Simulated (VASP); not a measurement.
# SnO in VASP: a series of runs

Runs on SnO. Level: PBE. Tasks: single point.

All numbers are computed with VASP 6.6.1; they aren't measurements. Logs are shortened: lines on timing, memory, paths and dates and some standing lists are left out, and cuts for length are marked.

## (1) The cell of the first run

The typed cell holds 4 atoms: a = 5.290 Å, b = 5.290 Å, c = 5.290 Å, α = 80.95°, β = 111.34°, γ = 142.50°.

## (2) Single point, PBE

Input file INCAR:

```
SYSTEM = SnO
ALGO = Normal
EDIFF = 1E-6
ENCUT = 520
GGA = PE
ISIF = 2
ISMEAR = 0
LASPH = .TRUE.
LCHARG = .FALSE.
LREAL = .FALSE.
LWAVE = .FALSE.
NBANDS = 28
NELM = 100
PREC = Accurate
SIGMA = 0.1
```

Input file KPOINTS:

```
k-points
0
G
  6 6 6
  0 0 0
```

Input file POSCAR:

```
SnO
1.0
   -4.0242327764      2.9836549660      1.7004926315
    4.0242327764     -2.9836549660      1.7004926315
    4.0242327764      2.9836549660     -1.7004926315
Sn O
2 2
Direct
    0.0000000000      0.0000000000      0.5000000000
    0.0000000000      0.5000000000      0.0000000000
    1.0003270407      0.2503270407      0.7500000000
   -0.0003270407      0.7496729593      0.2500000000
```

Potentials or basis: VASP PAW PBE potentials, release 64 (Sn_d, O).

Launch:

```console
cat potpaw_PBE.64/Sn_d/POTCAR potpaw_PBE.64/O/POTCAR > POTCAR
mpirun -np 1 vasp_std > vasp.out
```

OUTCAR:

```text
SYSTEM = SnO
   EDIFF = 1E-6
   ENCUT = 520
   GGA = PE
   ISIF = 2
   ISMEAR = 0
   LASPH = .TRUE.
   LREAL = .FALSE.
   NELM = 100
   PREC = Accurate

 ion  position               nearest neighbor table
   1  0.000  0.000  0.500-   3 2.01   4 2.01   2 3.43   2 3.43   2 3.43   2 3.43
   2  0.000  0.500  0.000-   3 2.01   4 2.01   1 3.43   1 3.43   1 3.43   1 3.43
   3  0.000  0.250  0.750-   1 2.01   2 2.01
   4  1.000  0.750  0.250-   1 2.01   2 2.01

  LATTYP: Found a body centered orthorhombic cell.
 ALAT       =     3.4009852630
 B/A-ratio  =     1.7545827078
 C/A-ratio  =     2.3665099759

  Lattice vectors:

 A1 = (  -4.0242327764,   2.9836549660,  -1.7004926315)
 A2 = (  -4.0242327764,  -2.9836549660,   1.7004926315)
 A3 = (   4.0242327764,   2.9836549660,   1.7004926315)

Analysis of symmetry for initial positions (statically):
=====================================================================
 Subroutine PRICEL returns:
 Original cell was already a primitive cell.

 Routine SETGRP: Setting up the symmetry group for a
 body centered orthorhombic supercell.

 Subroutine GETGRP returns: Found  8 space group operations
 (whereof  4 operations were pure point group operations)
 out of a pool of  8 trial point group operations.

The static configuration has the point symmetry C_2h.
 The point group associated with its full space group is D_2h.

Analysis of symmetry for dynamics (positions and initial velocities):
=====================================================================
 Subroutine PRICEL returns:
 Original cell was already a primitive cell.

 Routine SETGRP: Setting up the symmetry group for a
 body centered orthorhombic supercell.

 Subroutine GETGRP returns: Found  8 space group operations
 (whereof  4 operations were pure point group operations)
 out of a pool of  8 trial point group operations.

The dynamic configuration has the point symmetry C_2h.
 The point group associated with its full space group is D_2h.

 Subroutine INISYM returns: Found  8 space group operations
 (whereof  4 operations are pure point group operations),
 and found     1 'primitive' translations

----------------------------------------------------------------------------------------

                                     Primitive cell

  volume of cell :      81.6707

  direct lattice vectors                    reciprocal lattice vectors
    -4.024232776  2.983654966  1.700492631     0.000000000  0.167579699  0.294032441
     4.024232776 -2.983654966  1.700492631     0.124247286  0.000000000  0.294032441
     4.024232776  2.983654966 -1.700492631     0.124247286  0.167579699  0.000000000

  length of vectors
     5.290399001  5.290399001  5.290399001     0.338434679  0.319205991  0.208615300

  position of ions in fractional coordinates (direct lattice)
     1.000000000  1.000000000  0.500000000
     0.000000000  0.500000000  0.000000000
     0.000327041  0.250327041  0.750000000
     0.999672959  0.749672959  0.250000000

  ion indices of the primitive-cell ions
   primitive index   ion index
                 1           1
                 2           2
                 3           3
                 4           4

----------------------------------------------------------------------------------------

 KPOINTS: k-points

Automatic generation of k-mesh.
 Grid dimensions read from file:
 generate k-points for:    6    6    6

 Generating k-lattice:

  Cartesian coordinates                     Fractional coordinates (reciprocal lattice)
     0.000000000  0.027929950  0.049005407     0.166666667  0.000000000 -0.000000000
     0.020707881  0.000000000  0.049005407     0.000000000  0.166666667  0.000000000
     0.020707881  0.027929950  0.000000000    -0.000000000  0.000000000  0.166666667

  Length of vectors
     0.056405780  0.053200998  0.034769217

  Shift w.r.t. Gamma in fractional coordinates (k-lattice)
     0.000000000  0.000000000  0.000000000

 Subroutine IBZKPT returns following result:
 ===========================================

 Found     46 irreducible k-points:

 Following reciprocal coordinates:
            Coordinates               Weight
  0.000000  0.000000  0.000000      1.000000
  0.166667 -0.000000  0.000000      4.000000
  0.333333  0.000000  0.000000      4.000000
  0.500000  0.000000  0.000000      2.000000
 -0.000000  0.166667  0.000000      4.000000
  0.166667  0.166667  0.000000      8.000000
[... 16 lines left out ...]
 -0.166667  0.166667  0.166667      2.000000
  0.166667  0.333333  0.166667      4.000000
 [... further k-points ...]
   k-points           NKPTS =     46   k-points in BZ     NKDIM =     46   number of bands    NBANDS=     28
   number of dos      NEDOS =    301   number of ions     NIONS =      4
   total plane-waves  NPLWV =  64000
   dimension x,y,z NGX =    40 NGY =   40 NGZ =   40
   dimension x,y,z NGXF=    80 NGYF=   80 NGZF=   80
   ions per type =               2   2
   NGX,Y,Z   is equivalent  to a cutoff of  12.57, 12.57, 12.57 a.u.
   NGXF,Y,Z  is equivalent  to a cutoff of  25.14, 25.14, 25.14 a.u.
 SYSTEM =  SnO
   PREC   = accura    normal or accurate (medium, high low for compatibility)
   ISTART =      0    job   : 0-new  1-cont  2-samecut
   ICHARG =      2    charge: 1-file 2-atom 10-const
   ISPIN  =      1    spin polarized calculation?
   LNONCOLLINEAR =      F non collinear calculations
   LSORBIT =      F    spin-orbit coupling
   LASPH  =      T    aspherical Exc in radial PAW
   ENCUT  =  520.0 eV  38.22 Ry    6.18 a.u.   9.84  9.84  9.84*2*pi/ulx,y,z
   NELM   =    100;   NELMIN=  2; NELMDL= -5     # of ELM steps
   EDIFF  = 0.1E-05   stopping-criterion for ELM
   LREAL  =      F    real-space projection
   EDIFFG = 0.1E-04   stopping-criterion for IOM
   NSW    =      0    number of steps for IOM
   IBRION =     -1    ionic relax: 0-MD 1-quasi-New 2-CG
   NFREE  =      0    steps in history (QN), initial steepest desc. (CG)
   ISIF   =      2    stress and relaxation
   ISYM   =      2    0-nonsym 1-usesym 2-fastsym
   POTIM  = 0.5000    time-step for ionic-motion
   TEBEG  =    0.0;   TEEND  =   0.0 temperature during run
   PSTRESS=    0.0 pullay stress
   NELECT =      40.0000    total number of electrons
   NUPDOWN=      -1.0000    fix difference up-down
   EMIN   =  10.00;   EMAX   =-10.00  energy-range for DOS
   EFERMI =   0.00;   METHOD = LEGACY
   ISMEAR =     0;   SIGMA  =   0.10  broadening in eV -4-tet -1-fermi 0-gaus
   EFERMI_NEDOS =   21; number of points for ismear=-14 and -15
   IALGO  =     38    algorithm
   IMIX   =      4    mixing-type and parameters
     AMIX     =   0.40;   BMIX     =  1.00
     AMIX_MAG =   1.60;   BMIX_MAG =  1.00
  volume/ion in A,a.u.               =      20.42       137.79
  Fermi-wavevector in a.u.,A,eV,Ry     =   1.290445  2.438587 22.657063  1.665247
  Thomas-Fermi vector in A             =   2.422276
   LORBIT       =      0    0 simple, 1 ext, 2 COOP (PROOUT), +10 PAW based schemes
   GGA     = PE    functional components
   LHFCALC =     F    Hartree Fock is set to
   AEXX    =    0.0000 exact exchange contribution
   IVDW    =     0    specifies the selected vdW correction
   LEPSILON=     F    determine dielectric tensor
   LRPA    =     F    only Hartree local field effects (RPA)
 non-spin polarized calculation
 Gauss-broadening in eV      SIGMA  =   0.10
  energy-cutoff  :      520.00
  volume of cell :       81.67
 maximum number of plane-waves:      2232
   NGX = 19   NGY = 19   NGZ = 19

 number of electron      40.0000013 magnetization

 Free energy of the ion-electron system (eV)
  ---------------------------------------------------
  ext. energy  EPLUGINS =         0.00000000
  ---------------------------------------------------
  free energy    TOTEN  =       -19.75242861 eV

  energy without entropy =      -19.74812297  energy(sigma->0) =      -19.75027579

 E-fermi :   4.3136     XC(G=0):  -9.5307

 val. band max:        4.2999406556   @ k =   0.5000  -0.3333   0.3333
 cond. band min:       4.3486104600   @ k =  -0.3333   0.3333   0.3333
 fundamental gap:      0.0486698044
 Fermi energy:         4.3136177816

 k-point     1 :       0.0000    0.0000    0.0000
  band No.  band energies     occupation
      1     -17.3229      2.00000
      2     -16.8949      2.00000
      3     -16.8636      2.00000
      4     -16.8541      2.00000
      5     -16.7470      2.00000
      6     -16.7405      2.00000
[... 20 lines left out ...]
     27      13.0834      0.00000
     28      13.4269      0.00000

 k-point     2 :       0.1667   -0.0000    0.0000
  band No.  band energies     occupation
      1     -17.3096      2.00000
      2     -16.8608      2.00000
      3     -16.8607      2.00000
      4     -16.8307      2.00000
      5     -16.7752      2.00000
      6     -16.7452      2.00000
[... 20 lines left out ...]
     27      13.3193      0.00000
     28      13.9927      0.00000

 k-point     3 :       0.3333    0.0000    0.0000
  band No.  band energies     occupation
      1     -17.2836      2.00000
      2     -16.8686      2.00000
      3     -16.8596      2.00000
      4     -16.7720      2.00000
      5     -16.7697      2.00000
      6     -16.7457      2.00000
[... 20 lines left out ...]
     27      12.5399      0.00000
     28      14.0905      0.00000

 k-point     4 :       0.5000    0.0000    0.0000
  band No.  band energies     occupation
      1     -17.2713      2.00000
      2     -16.8918      2.00000
      3     -16.8725      2.00000
      4     -16.7460      2.00000
      5     -16.7387      2.00000
      6     -16.7368      2.00000
[... 578 lines left out ...]
     27      13.2009      0.00000
     28      13.4950      0.00000

 k-point    23 :      -0.1667    0.1667    0.1667
  band No.  band energies     occupation
      1     -17.2130      2.00000
      2     -16.9395      2.00000
      3     -16.8635      2.00000
      4     -16.8539      2.00000
      5     -16.8462      2.00000
      6     -16.7406      2.00000
[... 20 lines left out ...]
     27      13.4207      0.00000
     28      13.4217      0.00000

 k-point    24 :       0.1667    0.3333    0.1667
  band No.  band energies     occupation
      1     -17.0438      2.00000
      2     -17.0438      2.00000
      3     -16.8608      2.00000
      4     -16.8608      2.00000
      5     -16.7450      2.00000
      6     -16.7450      2.00000
[... 20 lines left out ...]
     27      13.5569      0.00000
     28      13.5583      0.00000

 [... further k-points ...]
[... 5 lines left out ...]
  --------------------------------------------------------------------------------------
  -------------------------------------------------------------------------------------
  Total        0.4606482     -0.0629835     -0.0608652      0.0000000     -0.0000000      0.0000000
  in kB        9.0367757     -1.2355809     -1.1940242      0.0000000     -0.0000000      0.0000000
  external PRESSURE =       2.2023902 kB  Pullay stress =       0.0000000 kB

 VOLUME and BASIS-vectors are now :
 -----------------------------------------------------------------------------
  energy-cutoff  :      520.00
  volume of cell :       81.67
      direct lattice vectors                 reciprocal lattice vectors
    -4.024232776  2.983654966  1.700492631     0.000000000  0.167579699  0.294032441
     4.024232776 -2.983654966  1.700492631     0.124247286  0.000000000  0.294032441
     4.024232776  2.983654966 -1.700492631     0.124247286  0.167579699  0.000000000

 POSITION                                       TOTAL-FORCE (eV/Angst)
 -----------------------------------------------------------------------------------
      2.01212      1.49183     -0.85025         0.000000      0.000000      0.000000
      2.01212     -1.49183      0.85025         0.000000      0.000000      0.000000
      4.02423      1.49183     -0.84913        -0.000000     -0.000000     -0.000642
      0.00000      1.49183      2.54963         0.000000      0.000000      0.000642
 -----------------------------------------------------------------------------------
    total drift:                               -0.000000     -0.000000      0.000000

  FREE ENERGIE OF THE ION-ELECTRON SYSTEM (eV)
  ---------------------------------------------------
  free  energy   TOTEN  =       -19.7524286054 eV

  energy  without entropy=      -19.7481229739  energy(sigma->0) =      -19.75027579
```

Run time: 3.8 min. Hardware: 1 thread of AMD EPYC 7R43 (Zen 3), shared host; peak memory 0.23 GiB.

Results:

| Property | Result |
| --- | --- |
| Free energy | -19.7524 eV |
| Pressure | 0.2 GPa |
| Band gap on the k mesh | zero (band 20 reaches 4.54 eV, above the bottom of band 21 at 3.87 eV) |

Stress tensor (GPa, compression positive):
```
 0.90  0.00  0.00
 0.00 -0.12  0.00
 0.00  0.00 -0.12
```

Levels at points of the mesh, in eV from the Fermi level:
```tsv
k point	band 17	band 18	band 19	band 20	band 21	band 22	band 23	band 24
(0.00, 0.00, 0.00)	-2.04	-1.60	-1.57	-1.40	2.06	4.69	6.91	7.15
(0.50, 0.00, 0.00)	-2.58	-2.02	-2.01	-1.44	0.50	2.12	4.46	5.64
(0.00, 0.50, 0.00)	-2.23	-2.23	-0.68	-0.68	1.43	1.43	2.12	2.12
(0.50, 0.50, 0.00)	-1.53	-1.53	-1.32	-1.32	3.22	3.22	6.34	6.34
(0.50, 0.50, 0.50)	-1.95	-1.17	-1.15	0.22	0.49	3.17	5.86	7.34
```

Caveat: spin-orbit coupling is left out, which moves the levels of the heavy elements.

## (3) Single point, PBE

This run uses another cell than the first one: it holds 2 atoms, not 4.

Input file INCAR:

```
ALGO     = Normal         # electronic algorithm
EDIFF    = 1E-6           # SCF threshold, eV
ENCUT    = 520            # plane-wave cutoff, eV
GGA      = PE             # functional
ISIF     = 2              # what is computed and relaxed
ISMEAR   = 0              # smearing method
LASPH    = T              # aspherical terms in the spheres
LCHARG   = F              # write CHGCAR
LREAL    = F              # projectors in reciprocal space
LWAVE    = F              # write WAVECAR
NBANDS   = 17             # bands
NELM     = 100            # most SCF steps
PREC     = Accurate       # precision mode
SIGMA    = 0.1            # smearing width, eV
```

Input file KPOINTS:

```
k-points
0
Gamma
  18 18 14
```

Input file POSCAR:

```
SnO
1.0
    3.4218907979      0.0000000000      0.0000000000
   -1.7109453989      2.9634443600      0.0000000000
    0.0000000000      0.0000000000      4.0242170748
Sn O
1 1
Direct
    0.0000000000      0.0000000000      0.5000000000
    0.0000000000      0.0000000000      0.0000000000
```

Potentials or basis: VASP PAW PBE potentials, release 64 (Sn_d, O).

Launch:

```console
cat potpaw_PBE.64/Sn_d/POTCAR potpaw_PBE.64/O/POTCAR > POTCAR
mpirun -np 1 vasp_std > vasp.out
```

It took 5 min on 1 thread of AMD EPYC 7R43 (Zen 3), shared host; peak memory 0.27 GiB.

The run converged. Its results:

```yaml
Free_energy: -9.8815 eV
Pressure: 0.2 GPa
Band_gap_on_the_k_mesh: zero (band 10 reaches 4.75 eV, above the bottom of band 11 at 3.87 eV)
```

Stress tensor (GPa, compression positive):
```
-0.13  0.00  0.00
 0.00 -0.13  0.00
 0.00  0.00  0.84
```

Levels at points of the mesh, in eV from the Fermi level:
| k point | band 8 | band 9 | band 10 | band 11 | band 12 | band 13 |
| --- | --- | --- | --- | --- | --- | --- |
| (0.00, 0.00, 0.00) | -5.46 | -1.59 | -1.59 | 7.15 | 8.60 | 8.69 |
| (0.50, 0.00, 0.00) | -4.35 | -2.90 | -2.00 | 0.49 | 5.71 | 7.85 |
| (0.00, 0.00, 0.50) | -1.16 | -1.16 | 0.22 | 3.16 | 7.43 | 7.43 |
| (0.50, 0.00, 0.50) | -2.59 | -2.04 | -1.43 | 2.09 | 4.53 | 6.94 |

Caveat: spin-orbit coupling is left out, which moves the levels of the heavy elements.
